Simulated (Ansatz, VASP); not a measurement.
# WC2: VASP beside Ansatz

```
CELL_PARAMETERS angstrom
-1.50894 1.50894 2.96886
1.50894 -1.50894 2.96886
1.50894 1.50894 -2.96886
ATOMIC_POSITIONS crystal
C 0.37884 0.37884 0.00000
C 0.62116 0.62116 0.00000
W 0.00000 0.00000 0.00000
```

Alike in both runs: functional PBEsol; k mesh 10 × 10 × 10; occupations gaussian, width 0.1 eV; no spin polarisation.

Ansatz relaxed the structure, and its values are those at the end. VASP's run is a single point on that final structure, the one shown.

```csv
,VASP,Ansatz
version,VASP 6.6.1,Ansatz 0.2.0
potentials or method,"VASP PAW PBE potentials, release 64 (C_h, W_sv), cutoff 910 eV","scalar-relativistic, plane waves, PAW"
valence electrons in the cell,22,22
```

VASP gave:

- gap on the k mesh at the Fermi level (eV): none
- rms of the force components (eV/Å): 0.027

Problem. Estimate Ansatz's values.

Solution. gap on the k mesh at the Fermi level (eV): none; rms of the force components (eV/Å): 0.006.

VASP's potentials were made for PBE, not for PBEsol. A gap of «none» marks a metal or a gap that the smearing closes. The functional is the same, so the differences come from potentials, cutoffs and numerics.

Spin-orbit coupling is off throughout. Noted on VASP's run: the cutoff is short for stress, so the pressure is rough.
